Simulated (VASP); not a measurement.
Write the native input for VASP 6.6.1 that does the following.

| Item | Value |
| --- | --- |
| Task | single point |
| Functional | PBE |
| Potentials or basis | VASP PAW PBE potentials, release 64 (Bi_d, As) |
| Cutoff | 520 eV |
| k mesh | 6 × 6 × 6 |
| Occupations | gaussian, width 0.05 eV |
| Spin | no spin polarisation |
| Dipole correction | no |
| Further INCAR settings | ALGO = Normal; EDIFF = 1e-07; NBANDS = 17 |

The structure of BiAs lies in POSCAR:

```
BiAs
1.0
    3.6867205566      0.0000000000      0.0000000000
    0.0000000000      3.6867205566      0.0000000000
    0.0000000000      0.0000000000      3.6867205566
Bi As
1 1
Direct
    0.0000000000      0.0000000000      0.0000000000
    0.5000000000      0.5000000000      0.5000000000
```

One way to write it, as run:

INCAR

```
PREC = Accurate ; ENCUT = 520
EDIFF = 1E-7 ; ISMEAR = 0
SIGMA = 0.05 ; LREAL = F
LASPH = T ; NELM = 100
ALGO = Normal ; ISIF = 2
LWAVE = F ; LCHARG = F
GGA = PE ; NBANDS = 17
```

KPOINTS

```
regular mesh
0
Gamma
  6 6 6
```

Potentials or basis: VASP PAW PBE potentials, release 64 (Bi_d, As).

Launch:

```console
$ cat potpaw_PBE.64/Bi_d/POTCAR potpaw_PBE.64/As/POTCAR > POTCAR
$ mpirun -np 1 vasp_std > vasp.out
```

Results of the run:

The pressure is 0.5 GPa and the band gap on the k mesh is zero (band 10 reaches 8.09 eV, above the bottom of band 11 at 4.77 eV).

Caveat: spin-orbit coupling is left out, which moves the levels of the heavy elements.

It took 18 s on 1 thread of Intel(R) Xeon(R) Platinum 8259CL CPU @ 2.50GHz (Skylake/Cascade Lake) (shared host), peak memory 0.16 GiB.
